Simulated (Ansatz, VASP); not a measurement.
AgCl in VASP and in Ansatz

The input INCAR:

```
SYSTEM = AgCl
PREC     = Accurate       ! precision mode
ENCUT    = 520            ! plane-wave cutoff, eV
EDIFF    = 1E-6           ! SCF threshold, eV
ISMEAR   = 0              ! smearing method
SIGMA    = 0.05           ! smearing width, eV
LREAL    = .False.        ! projectors in reciprocal space
LASPH    = .True.         ! aspherical terms in the spheres
NELM     = 60             ! most SCF steps
ALGO     = Normal         ! electronic algorithm
ISIF     = 2              ! what is computed and relaxed
LWAVE    = .False.        ! write WAVECAR
LCHARG   = .True.         ! write CHGCAR
GGA      = PE             ! functional
LELF     = .True.         ! ELF
LVHAR    = .True.       
NBANDS   = 16             ! bands
```

The input KPOINTS:

```
regular mesh
0
Gamma
  8 8 8
  0 0 0
```

File POSCAR:

```
AgCl
1.0
    0.0000000000      2.7687027469      2.8060228508
    2.7687027469      0.0000000000      2.8060228508
    2.7687027469      2.7687027469      0.0000000000
Ag Cl
1 1
Direct
    0.4700640907      0.5299359093      0.5299359093
    0.0910897785     -0.0910897785     -0.0910897785
```

Input for Ansatz:

```yaml
crystal:
  lattice:
    - [0.0, 2.7687027469, 2.8060228508]
    - [2.7687027469, 0.0, 2.8060228508]
    - [2.7687027469, 2.7687027469, 0.0]
  atoms:
    - { symbol: Ag, position: [0.4700640907, 0.5299359093, 0.5299359093] }
    - { symbol: Cl, position: [0.0910897785, -0.0910897785, -0.0910897785] }
basis:
  ecutwfc: 420
kpoints:
  mp_grid: { grid: [8, 8, 8] }
hamiltonian:
  xc: pbe
scf:
  occupations: { method: gaussian, width: 0.05 }
output:
  forces: true
  stress: true
  eigenvalues: true
```

Change from the starting cell: mode 4 frozen in at -0.511 Å, equal normal strain along x and y -0.0133.

Alike in both runs: task single point; functional PBE; k mesh 8 × 8 × 8; occupations gaussian, width 0.05 eV; no spin polarisation.

|  | VASP | Ansatz |
| --- | --- | --- |
| version | VASP 6.6.1 | Ansatz 0.2.0 |
| potentials or method | VASP PAW PBE potentials, release 64 (Ag, Cl), cutoff 520 eV | scalar-relativistic, plane waves, PAW |
| valence electrons in the cell | 18 | 26 |

```csv
,VASP,Ansatz,Ansatz less VASP
gap on the k mesh at the Fermi level (eV),1.31,1.31,+0.003
least direct gap on the mesh (eV),1.59,1.59,-0.003
pressure (GPa),13.4,13.7,+0.24
"traceless stress, the component that is largest in VASP (GPa)",23.85,24.09,+0.246
rms of the force components (eV/Å),2.569,2.599,+0.0294
```

Atom by atom the forces differ by 0.029 eV/Å (rms over components). With one functional, cell and mesh, what is left measures potentials, basis and numerics. VASP's potentials hold 18 valence electrons a cell and Ansatz's 26, so a difference there can come from the potentials and not from the codes.
